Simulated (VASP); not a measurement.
# InP (Fm-3m) in VASP: further runs, part 2 of 2

VASP 6.6.1.

### 3 Single point, PBEsol

Input file INCAR:

```
PREC = Accurate ; ENCUT = 520
EDIFF = 1E-6 ; ISMEAR = -1
SIGMA = 0.0689 ; LREAL = Auto
LASPH = True ; NELM = 80
ALGO = Normal ; ISIF = 2
LWAVE = False ; LCHARG = False
GGA = PS ; NBANDS = 86
ISYM = 0
```

Input file KPOINTS:

```
Automatic mesh
0
Gamma
  2 2 2
  0.5 0.5 0.5
```

Input file POSCAR:

```
InP
1.0
    0.0000000000      5.7100000000     -5.7100000000
   -5.7100000000      0.0000000000     -5.7100000000
   -5.7100000000      5.7100000000      0.0000000000
In P
8 8
Direct
    0.5000000000      0.5000000000      0.0000000000
    0.0000000000      0.5000000000      0.0000000000
    0.5000000000      0.0000000000      0.0000000000
    0.0000000000      0.0000000000      0.0000000000
    0.5000000000      0.5000000000      0.5000000000
    0.0000000000      0.5000000000      0.5000000000
    0.5000000000      0.0000000000      0.5000000000
    0.0000000000      0.0000000000      0.5000000000
    0.7500000000      0.7500000000      0.2500000000
    0.2500000000      0.7500000000      0.2500000000
    0.7500000000      0.2500000000      0.2500000000
    0.2500000000      0.2500000000      0.2500000000
    0.7500000000      0.7500000000      0.7500000000
    0.2500000000      0.7500000000      0.7500000000
    0.7500000000      0.2500000000      0.7500000000
    0.2500000000      0.2500000000      0.7500000000
```

Potentials or basis: VASP PAW PBE potentials, release 64 (In_d, P).

The run is started by

```bash
$ cat potpaw_PBE.64/In_d/POTCAR potpaw_PBE.64/P/POTCAR > POTCAR
$ mpirun -np 1 vasp_std > vasp.out
```

OUTCAR:

```text
PREC = Accurate
   ENCUT = 520
   EDIFF = 1E-6
   ISMEAR = -1
   LREAL = Auto
   LASPH = True
   NELM = 80
   ISIF = 2
   GGA = PS
   ISYM = 0

 ion  position               nearest neighbor table
   1  0.500  0.500  0.000-  10 2.85  11 2.85  12 2.85  13 2.85  14 2.85  15 2.85
   2  0.000  0.500  0.000-   9 2.85  11 2.85  12 2.85  13 2.85  14 2.85  16 2.85
   3  0.500  0.000  0.000-   9 2.85  10 2.85  12 2.85  13 2.85  15 2.85  16 2.85
   4  0.000  0.000  0.000-   9 2.85  10 2.85  11 2.85  14 2.85  15 2.85  16 2.85
   5  0.500  0.500  0.500-   9 2.85  10 2.85  11 2.85  14 2.85  15 2.85  16 2.85
   6  0.000  0.500  0.500-   9 2.85  10 2.85  12 2.85  13 2.85  15 2.85  16 2.85
[... 8 lines left out ...]
  15  0.750  0.250  0.750-   1 2.85   3 2.85   4 2.85   5 2.85   6 2.85   8 2.85
  16  0.250  0.250  0.750-   2 2.85   3 2.85   4 2.85   5 2.85   6 2.85   7 2.85

IMPORTANT INFORMATION: All symmetrisations will be switched off!
NOSYMM: (Re-)initialisation of all symmetry stuff for point group C_1.

----------------------------------------------------------------------------------------

                                     Primitive cell

  volume of cell :     372.3388

  direct lattice vectors                    reciprocal lattice vectors
     0.000000000  5.710000000 -5.710000000     0.087565674  0.087565674 -0.087565674
    -5.710000000  0.000000000 -5.710000000    -0.087565674 -0.087565674 -0.087565674
    -5.710000000  5.710000000  0.000000000    -0.087565674  0.087565674  0.087565674

  length of vectors
     8.075159441  8.075159441  8.075159441     0.151668197  0.151668197  0.151668197

  position of ions in fractional coordinates (direct lattice)
     0.500000000  0.500000000  0.000000000
     0.000000000  0.500000000  0.000000000
     0.500000000  0.000000000  0.000000000
     0.000000000  0.000000000  0.000000000
     0.500000000  0.500000000  0.500000000
     0.000000000  0.500000000  0.500000000
[... 8 lines left out ...]
     0.750000000  0.250000000  0.750000000
     0.250000000  0.250000000  0.750000000

  ion indices of the primitive-cell ions
   primitive index   ion index
                 1           1
                 2           2
                 3           3
                 4           4
                 5           5
                 6           6
[... 8 lines left out ...]
                15          15
                16          16

----------------------------------------------------------------------------------------

 KPOINTS: Automatic mesh

Automatic generation of k-mesh.
 Grid dimensions read from file:
 generate k-points for:    2    2    2

 Generating k-lattice:

  Cartesian coordinates                     Fractional coordinates (reciprocal lattice)
     0.043782837  0.043782837 -0.043782837     0.500000000  0.000000000  0.000000000
    -0.043782837 -0.043782837 -0.043782837     0.000000000  0.500000000  0.000000000
    -0.043782837  0.043782837  0.043782837     0.000000000  0.000000000  0.500000000

  Length of vectors
     0.075834098  0.075834098  0.075834098

  Shift w.r.t. Gamma in fractional coordinates (k-lattice)
     0.500000000  0.500000000  0.500000000

 Subroutine IBZKPT returns following result:
 ===========================================

 Found     16 irreducible k-points:

 Following reciprocal coordinates:
            Coordinates               Weight
  0.250000  0.250000  0.250000      2.000000
  0.250000  0.000000  0.000000      2.000000
  0.000000  0.000000 -0.250000      2.000000
  0.000000  0.250000  0.000000      2.000000
 -0.250000  0.250000  0.250000      2.000000
  0.250000 -0.250000  0.250000      2.000000
[... 8 lines left out ...]
  0.000000  0.250000  0.500000      2.000000
  0.500000  0.250000  0.000000      2.000000
   k-points           NKPTS =     16   k-points in BZ     NKDIM =     16   number of bands    NBANDS=     86
   number of dos      NEDOS =    301   number of ions     NIONS =     16
   total plane-waves  NPLWV = 216000
   dimension x,y,z NGX =    60 NGY =   60 NGZ =   60
   dimension x,y,z NGXF=   120 NGYF=  120 NGZF=  120
   ions per type =               8   8
   NGX,Y,Z   is equivalent  to a cutoff of  12.35, 12.35, 12.35 a.u.
   NGXF,Y,Z  is equivalent  to a cutoff of  24.70, 24.70, 24.70 a.u.
 SYSTEM =  unknown system
   PREC   = accura    normal or accurate (medium, high low for compatibility)
   ISTART =      0    job   : 0-new  1-cont  2-samecut
   ICHARG =      2    charge: 1-file 2-atom 10-const
   ISPIN  =      1    spin polarized calculation?
   LNONCOLLINEAR =      F non collinear calculations
   LSORBIT =      F    spin-orbit coupling
   LASPH  =      T    aspherical Exc in radial PAW
   ENCUT  =  520.0 eV  38.22 Ry    6.18 a.u.  15.01 15.01 15.01*2*pi/ulx,y,z
   NELM   =     80;   NELMIN=  2; NELMDL= -5     # of ELM steps
   EDIFF  = 0.1E-05   stopping-criterion for ELM
   LREAL  =      T    real-space projection
   EDIFFG = 0.1E-04   stopping-criterion for IOM
   NSW    =      0    number of steps for IOM
   IBRION =     -1    ionic relax: 0-MD 1-quasi-New 2-CG
   NFREE  =      0    steps in history (QN), initial steepest desc. (CG)
   ISIF   =      2    stress and relaxation
   ISYM   =      0    0-nonsym 1-usesym 2-fastsym
   POTIM  = 0.5000    time-step for ionic-motion
   TEBEG  =    0.0;   TEEND  =   0.0 temperature during run
   PSTRESS=    0.0 pullay stress
   NELECT =     144.0000    total number of electrons
   NUPDOWN=      -1.0000    fix difference up-down
   EMIN   =  10.00;   EMAX   =-10.00  energy-range for DOS
   EFERMI =   0.00;   METHOD = LEGACY
   ISMEAR =    -1;   SIGMA  =   0.07  broadening in eV -4-tet -1-fermi 0-gaus
   EFERMI_NEDOS =   21; number of points for ismear=-14 and -15
   IALGO  =     38    algorithm
   IMIX   =      4    mixing-type and parameters
     AMIX     =   0.40;   BMIX     =  1.00
     AMIX_MAG =   1.60;   BMIX_MAG =  1.00
  volume/ion in A,a.u.               =      23.27       157.04
  Fermi-wavevector in a.u.,A,eV,Ry     =   1.192750  2.253971 19.356375  1.422653
  Thomas-Fermi vector in A             =   2.328781
   LORBIT       =      0    0 simple, 1 ext, 2 COOP (PROOUT), +10 PAW based schemes
   GGA     = PS    functional components
   LHFCALC =     F    Hartree Fock is set to
   AEXX    =    0.0000 exact exchange contribution
   IVDW    =     0    specifies the selected vdW correction
   LEPSILON=     F    determine dielectric tensor
   LRPA    =     F    only Hartree local field effects (RPA)
 non-spin polarized calculation
  energy-cutoff  :      520.00
  volume of cell :      372.34
 maximum number of plane-waves:     10036
   NGX = 29   NGY = 29   NGZ = 29

 number of electron     143.9999941 magnetization

 Free energy of the ion-electron system (eV)
  ---------------------------------------------------
  ext. energy  EPLUGINS =         0.00000000
  ---------------------------------------------------
  free energy    TOTEN  =       -69.35541198 eV

  energy without entropy =      -69.21435506  energy(sigma->0) =      -69.28488352

 E-fermi :   5.8924     XC(G=0): -10.1376

 val. band max:        5.6604183767   @ k =   0.0000   0.0000  -0.2500
 cond. band min:       5.8976376650   @ k =   0.2500   0.2500   0.2500
 fundamental gap:      0.2372192883
 Fermi energy:         5.8924041986

 k-point     1 :       0.2500    0.2500    0.2500
  band No.  band energies     occupation
      1      -8.3770      2.00000
      2      -8.3770      2.00000
      3      -8.3770      2.00000
      4      -8.2474      2.00000
      5      -8.2474      2.00000
      6      -8.2474      2.00000
[... 76 lines left out ...]
     83       9.4201      0.00000
     84       9.6235      0.00000

 k-point     2 :       0.2500    0.0000    0.0000
  band No.  band energies     occupation
      1      -8.3770      2.00000
      2      -8.3770      2.00000
      3      -8.3770      2.00000
      4      -8.2474      2.00000
      5      -8.2474      2.00000
      6      -8.2474      2.00000
[... 1211 lines left out ...]
  band No.  band energies     occupation
      1      -8.3341      2.00000
      2      -8.3341      2.00000
      3      -8.3041      2.00000
      4      -8.2883      2.00000
      5      -8.2736      2.00000
      6      -8.2736      2.00000
[... 76 lines left out ...]
     83       9.7112      0.00000
     84       9.8559      0.00000
 [bands above 84 left out]

------------------------ aborting loop because EDIFF is reached ----------------------------------------

  FORCE on cell =-STRESS in cart. coord.  units (eV):
  Direction    XX          YY          ZZ          XY          YZ          ZX
  --------------------------------------------------------------------------------------
  -------------------------------------------------------------------------------------
  Total      -19.4659459    -19.4659474    -19.4658685      0.0000740     -0.0000541     -0.0000231
  in kB      -83.7621419    -83.7621481    -83.7618089      0.0003185     -0.0002330     -0.0000994
  external PRESSURE =     -83.7620330 kB  Pullay stress =       0.0000000 kB

 VOLUME and BASIS-vectors are now :
 -----------------------------------------------------------------------------
  energy-cutoff  :      520.00
  volume of cell :      372.34
      direct lattice vectors                 reciprocal lattice vectors
     0.000000000  5.710000000 -5.710000000     0.087565674  0.087565674 -0.087565674
    -5.710000000  0.000000000 -5.710000000    -0.087565674 -0.087565674 -0.087565674
    -5.710000000  5.710000000  0.000000000    -0.087565674  0.087565674  0.087565674

 POSITION                                       TOTAL-FORCE (eV/Angst)
 -----------------------------------------------------------------------------------
     -2.85500      2.85500     -5.71000         0.000006      0.000008      0.000016
     -2.85500      0.00000     -2.85500         0.000002      0.000007      0.000007
      0.00000      2.85500     -2.85500        -0.000019     -0.000003     -0.000003
      0.00000      0.00000      0.00000        -0.000007     -0.000007     -0.000003
     -5.71000      5.71000     -5.71000         0.000007      0.000003      0.000003
     -5.71000      2.85500     -2.85500         0.000011     -0.000000      0.000002
[... 8 lines left out ...]
     -5.71000      8.56500     -5.71000        -0.000010      0.000020     -0.000013
     -5.71000      5.71000     -2.85500        -0.000027     -0.000017      0.000017
 -----------------------------------------------------------------------------------
    total drift:                               -0.000001      0.000007     -0.000012

  FREE ENERGIE OF THE ION-ELECTRON SYSTEM (eV)
  ---------------------------------------------------
  free  energy   TOTEN  =       -69.3554119812 eV

  energy  without entropy=      -69.2143550582  energy(sigma->0) =      -69.28488352
```

Run time: 21 min. Hardware: 1 thread of AMD EPYC 7R43 (Zen 3), shared host; peak memory 0.61 GiB.

Results:

- Free energy: -69.3554 eV
- Pressure: -8.4 GPa
- Band gap on the k mesh: zero (bands 72 and 73 overlap by 0.28 eV)

Levels at points of the mesh, in eV from the Fermi level:
| k point | band 67 | band 68 | band 69 | band 70 | band 71 | band 72 | band 73 | band 74 | band 75 | band 76 |
| --- | --- | --- | --- | --- | --- | --- | --- | --- | --- | --- |
| (0.25, 0.25, 0.25) | -0.97 | -0.97 | -0.45 | -0.45 | -0.45 | -0.23 | -0.23 | 0.01 | 0.01 | 1.33 |

Caveat: the k points lie up to 0.48 Å⁻¹ apart; semilocal functionals underestimate gaps, so a narrow gap can read as zero; the PAW data sets were made with another functional, which shifts forces and pressure a little; spin-orbit coupling is left out, which moves the levels of the heavy elements.
